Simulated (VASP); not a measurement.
# ZnCu2SnS4 (I-4) in VASP: single point with PBE+D3(BJ)

Aim: the single point of ZnCu2SnS4 with PBE+D3(BJ).

Everything below comes from runs of VASP 6.6.1. Logs are shortened: lines on timing, memory, paths and dates and some standing lists are left out, and cuts for length are marked.

## (1) The cell of the first run

Symmetry: I-4, No. 82, tetragonal system. Conventional cell: a = 5.394 Å, b = 5.394 Å, c = 10.788 Å, α = 90.00°, β = 90.00°, γ = 90.00°. Within 3.1 Å of Zn (site symmetry -4) lie 4 S at 2.33 Å. Cu (site symmetry -4) has 4 S at 2.29 Å within 3.0 Å. Within 3.0 Å of Cu (site symmetry -4) lie 4 S at 2.28 Å. Sn (site symmetry -4) has 4 S at 2.45 Å within 3.2 Å. Within 3.0 Å of S (site symmetry 1) lie 2 Cu at 2.28 to 2.29 Å and 1 Zn at 2.33 Å and 1 Sn at 2.45 Å.

## (2) Single point, PBE+D3(BJ)

File INCAR:

```
PREC = Accurate
ENCUT = 520
EDIFF = 1E-6
ISMEAR = 0
SIGMA = 0.1
LREAL = F
LASPH = T
NELM = 100
ALGO = Normal
ISIF = 2
LWAVE = F
LCHARG = F
GGA = PE
IVDW = 12
NBANDS = 46
```

File KPOINTS:

```
regular mesh
0
Gamma
  10 10 10
```

File POSCAR:

```
ZnCu2SnS4
1.0
   -2.6970593996      2.6970593996      5.3938532142
    2.6970593996     -2.6970593996      5.3938532142
    2.6970593996      2.6970593996     -5.3938532142
Zn Cu Sn S
1 2 1 4
Direct
    0.2500000000      0.7500000000      0.5000000000
    0.0000000000      0.0000000000      0.0000000000
    0.7500000000      0.2500000000      0.5000000000
    0.5000000000      0.5000000000      0.0000000000
    0.3705419606      0.8969794596      1.0080527558
    0.1030205404      0.1110732962      0.4735625011
    0.8889267038      0.3624892049     -0.0080527558
    0.6375107951      0.6294580394      0.5264374989
```

Potentials or basis: VASP PAW PBE potentials, release 64 (Zn, Cu, Sn_d, S).

On the command line:

```bash
$ cat potpaw_PBE.64/Zn/POTCAR potpaw_PBE.64/Cu/POTCAR potpaw_PBE.64/Sn_d/POTCAR potpaw_PBE.64/S/POTCAR > POTCAR
$ mpirun -np 1 vasp_std > vasp.out
```

OUTCAR:

```text
PREC = Accurate
   ENCUT = 520
   EDIFF = 1E-6
   ISMEAR = 0
   LREAL = F
   LASPH = T
   NELM = 100
   ISIF = 2
   GGA = PE
   IVDW = 12
 IVDW          = 12

 ion  position               nearest neighbor table
   1  0.250  0.750  0.500-   8 2.33   6 2.33   7 2.33   5 2.33
   2  0.000  0.000  0.000-   5 2.29   8 2.29   6 2.29   7 2.29
   3  0.750  0.250  0.500-   7 2.28   6 2.28   5 2.28   8 2.28
   4  0.500  0.500  0.000-   8 2.45   6 2.45   7 2.45   5 2.45
   5  0.371  0.897  0.008-   3 2.28   2 2.29   1 2.33   4 2.45
   6  0.103  0.111  0.474-   3 2.28   2 2.29   1 2.33   4 2.45
   7  0.889  0.362  0.992-   3 2.28   2 2.29   1 2.33   4 2.45
   8  0.638  0.629  0.526-   3 2.28   2 2.29   1 2.33   4 2.45

  LATTYP: Found a body centered tetragonal cell.
 ALAT       =     5.3941187992
 C/A-ratio  =     1.9999015279

  Lattice vectors:

 A1 = (  -2.6970593996,   2.6970593996,   5.3938532142)
 A2 = (   2.6970593996,  -2.6970593996,   5.3938532142)
 A3 = (   2.6970593996,   2.6970593996,  -5.3938532142)

Analysis of symmetry for initial positions (statically):
=====================================================================
 Subroutine PRICEL returns:
 Original cell was already a primitive cell.

 Routine SETGRP: Setting up the symmetry group for a
 body centered tetragonal supercell.

 Subroutine GETGRP returns: Found  4 space group operations
 (whereof  4 operations were pure point group operations)
 out of a pool of 16 trial point group operations.

The static configuration has the point symmetry S_4 .

Analysis of symmetry for dynamics (positions and initial velocities):
=====================================================================
 Subroutine PRICEL returns:
 Original cell was already a primitive cell.

 Routine SETGRP: Setting up the symmetry group for a
 body centered tetragonal supercell.

 Subroutine GETGRP returns: Found  4 space group operations
 (whereof  4 operations were pure point group operations)
 out of a pool of 16 trial point group operations.

The dynamic configuration has the point symmetry S_4 .

 Subroutine INISYM returns: Found  4 space group operations
 (whereof  4 operations are pure point group operations),
 and found     1 'primitive' translations

----------------------------------------------------------------------------------------
[... 109 lines left out ...]
   IBRION =     -1    ionic relax: 0-MD 1-quasi-New 2-CG
   NFREE  =      0    steps in history (QN), initial steepest desc. (CG)
   ISIF   =      2    stress and relaxation
   ISYM   =      2    0-nonsym 1-usesym 2-fastsym
   POTIM  = 0.5000    time-step for ionic-motion
   TEBEG  =    0.0;   TEEND  =   0.0 temperature during run
   PSTRESS=    0.0 pullay stress
   NELECT =      72.0000    total number of electrons
   NUPDOWN=      -1.0000    fix difference up-down
   EMIN   =  10.00;   EMAX   =-10.00  energy-range for DOS
   EFERMI =   0.00;   METHOD = LEGACY
   ISMEAR =     0;   SIGMA  =   0.10  broadening in eV -4-tet -1-fermi 0-gaus
   EFERMI_NEDOS =   21; number of points for ismear=-14 and -15
   IALGO  =     38    algorithm
   IMIX   =      4    mixing-type and parameters
     AMIX     =   0.40;   BMIX     =  1.00
     AMIX_MAG =   1.60;   BMIX_MAG =  1.00
  volume/ion in A,a.u.               =      19.62       132.39
  Fermi-wavevector in a.u.,A,eV,Ry     =   1.262619  2.386004 21.690496  1.594206
  Thomas-Fermi vector in A             =   2.396018
   LORBIT       =      0    0 simple, 1 ext, 2 COOP (PROOUT), +10 PAW based schemes
   GGA     = PE    functional components
   LHFCALC =     F    Hartree Fock is set to
   AEXX    =    0.0000 exact exchange contribution
   IVDW    =    12    specifies the selected vdW correction
   LEPSILON=     F    determine dielectric tensor
   LRPA    =     F    only Hartree local field effects (RPA)
 non-spin polarized calculation
 Gauss-broadening in eV      SIGMA  =   0.10
  energy-cutoff  :      520.00
  volume of cell :      156.94
 maximum number of plane-waves:      4248
 NGX is ok and might be reduce to    50
   NGX = 25   NGY = 25   NGZ = 25

 number of electron      71.9999985 magnetization

 Free energy of the ion-electron system (eV)
  ---------------------------------------------------
  ext. energy  EPLUGINS =         0.00000000
  ---------------------------------------------------
  free energy    TOTEN  =       -32.53313067 eV

  energy without entropy =      -32.53302996  energy(sigma->0) =      -32.53308032

 E-fermi :   5.2497     XC(G=0):  -9.8906

 val. band max:        5.1341859970   @ k =   0.0000   0.0000   0.0000
 cond. band min:       5.3162622317   @ k =   0.0000   0.0000   0.0000
 fundamental gap:      0.1820762347
 Fermi energy:         5.2496909173

 k-point     1 :       0.0000    0.0000    0.0000
  band No.  band energies     occupation
      1     -17.1769      2.00000
      2     -17.1728      2.00000
      3     -17.1728      2.00000
      4     -17.0976      2.00000
      5     -17.0927      2.00000
      6      -9.5161      2.00000
[... 1165 lines left out ...]
     45      10.8448      0.00000
     46      11.1684      0.00000

 [... further k-points ...]

------------------------ aborting loop because EDIFF is reached ----------------------------------------

 Edisp (eV)   -2.75741

 E8    (eV) :    -1.1218

  FORCE on cell =-STRESS in cart. coord.  units (eV):
  Direction    XX          YY          ZZ          XY          YZ          ZX
  --------------------------------------------------------------------------------------
  -------------------------------------------------------------------------------------
  Total       0.07529     0.07529     0.09179     0.00000     0.00000     0.00000
  in kB       0.76866     0.76866     0.93705     0.00000     0.00000     0.00000
  external pressure =        0.82 kB  Pullay stress =        0.00 kB

 VOLUME and BASIS-vectors are now :
 -----------------------------------------------------------------------------
  energy-cutoff  :      520.00
  volume of cell :      156.94
      direct lattice vectors                 reciprocal lattice vectors
    -2.697059400  2.697059400  5.393853214     0.000000000  0.185387092  0.092698110
     2.697059400 -2.697059400  5.393853214     0.185387092  0.000000000  0.092698110
     2.697059400  2.697059400 -5.393853214     0.185387092  0.185387092  0.000000000

 POSITION                                       TOTAL-FORCE (eV/Angst)
 -----------------------------------------------------------------------------------
      2.69706      0.00000      2.69693         0.000000     -0.000000     -0.000000
      0.00000      0.00000      0.00000        -0.000000     -0.000000      0.000000
      0.00000      2.69706      2.69693        -0.000000     -0.000000     -0.000000
      0.00000      0.00000      5.39385        -0.000000     -0.000000      0.000000
      1.44155     -1.39811      6.79339        -0.026850      0.018379     -0.018479
      1.29894      1.25551     -1.39954         0.018379      0.026850      0.018479
      1.25551      4.09517      1.39954         0.026850     -0.018379     -0.018479
      1.39811      1.44155      3.99432        -0.018379     -0.026850      0.018479
 -----------------------------------------------------------------------------------
    total drift:                                0.000005      0.000006      0.000010

  FREE ENERGIE OF THE ION-ELECTRON SYSTEM (eV)
  ---------------------------------------------------
  free  energy   TOTEN  =       -35.2905371995 eV

  energy  without entropy=      -35.2904364852  energy(sigma->0) =      -35.29048684
```

OSZICAR:

```text
N       E                     dE             d eps       ncg     rms          rms(c)
DAV:   1     0.733921529980E+03    0.73392E+03   -0.32002E+04 13350   0.201E+03
DAV:   2     0.961218393975E+02   -0.63780E+03   -0.61374E+03 13254   0.517E+02
DAV:   3    -0.251771488036E+02   -0.12130E+03   -0.11796E+03 16058   0.210E+02
DAV:   4    -0.346844122381E+02   -0.95073E+01   -0.93930E+01 17736   0.585E+01
DAV:   5    -0.351289435340E+02   -0.44453E+00   -0.44380E+00 19674   0.136E+01    0.180E+01
DAV:   6    -0.348661274566E+02    0.26282E+00   -0.39534E+01 20440   0.102E+02    0.133E+01
DAV:   7    -0.323894897860E+02    0.24766E+01   -0.11341E+01 17912   0.862E+01    0.843E+00
DAV:   8    -0.326845437755E+02   -0.29505E+00   -0.44725E+00 20816   0.248E+01    0.431E+00
DAV:   9    -0.325410399893E+02    0.14350E+00   -0.15387E+00 18440   0.222E+01    0.943E-01
DAV:  10    -0.325313779217E+02    0.96621E-02   -0.11666E-01 19756   0.680E+00    0.295E-01
DAV:  11    -0.325324616872E+02   -0.10838E-02   -0.20373E-02 20958   0.240E+00    0.248E-01
DAV:  12    -0.325330602863E+02   -0.59860E-03   -0.30580E-03 20796   0.989E-01    0.106E-01
DAV:  13    -0.325331396719E+02   -0.79386E-04   -0.70374E-04 18640   0.306E-01    0.542E-02
DAV:  14    -0.325331174988E+02    0.22173E-04   -0.19260E-04 21488   0.242E-01    0.258E-02
DAV:  15    -0.325331305560E+02   -0.13057E-04   -0.54653E-05 20208   0.993E-02    0.148E-02
DAV:  16    -0.325331298386E+02    0.71742E-06   -0.20514E-05 17464   0.843E-02    0.375E-03
DAV:  17    -0.325331306743E+02   -0.83577E-06   -0.55215E-06 16214   0.213E-02
   1 F= -.35290537E+02 E0= -.35290487E+02  d E =-.100714E-03
```

stdout:

```text
POSCAR found type information on POSCAR ZnCuSnS
 POSCAR found :  4 types and       8 ions
 scaLAPACK will be used
 LDA part: xc-table for (Slater+PW92), standard interpolation
 POSCAR, INCAR and KPOINTS ok, starting setup
 FFT: planning ... GRIDC
 FFT: planning ... GRID_SOFT
 FFT: planning ... GRID
 WAVECAR not read
 entering main loop
```

Wall time 48 min (1 thread of Intel Xeon Platinum 8259CL at 2.50GHz (Skylake/Cascade Lake), shared host); peak memory 1.1 GiB.

Results:

- Free energy: -35.2905 eV
- Pressure: 0.1 GPa
- Largest force: 0.037 eV/Å
- Band gap on the k mesh: 0.18 eV, direct
- Dispersion energy per atom: -0.345 eV

Forces on the atoms (eV/Å):
```
Zn   0.000  0.000  0.000
Cu   0.000  0.000  0.000
Cu   0.000  0.000  0.000
Sn   0.000  0.000  0.000
S   -0.027  0.018 -0.018
S    0.018  0.027  0.018
S    0.027 -0.018 -0.018
S   -0.018 -0.027  0.018
```

Levels at points of the mesh, in eV from the valence-band top:
```csv
k point,band 34,band 35,band 36,band 37,band 38,band 39
"(0.00, 0.00, 0.00)",-0.06,-0.06,0.00,0.18,1.91,2.75
"(0.50, 0.00, 0.00)",-1.20,-1.09,-0.54,1.56,3.07,3.29
"(0.50, 0.50, 0.00)",-0.76,-0.55,-0.43,0.56,2.32,3.11
"(0.50, 0.50, 0.50)",-1.20,-0.92,-0.92,1.22,1.96,1.96
```

Caveat: spin-orbit coupling is left out, which moves the levels of the heavy elements. A k mesh can miss the band edges.
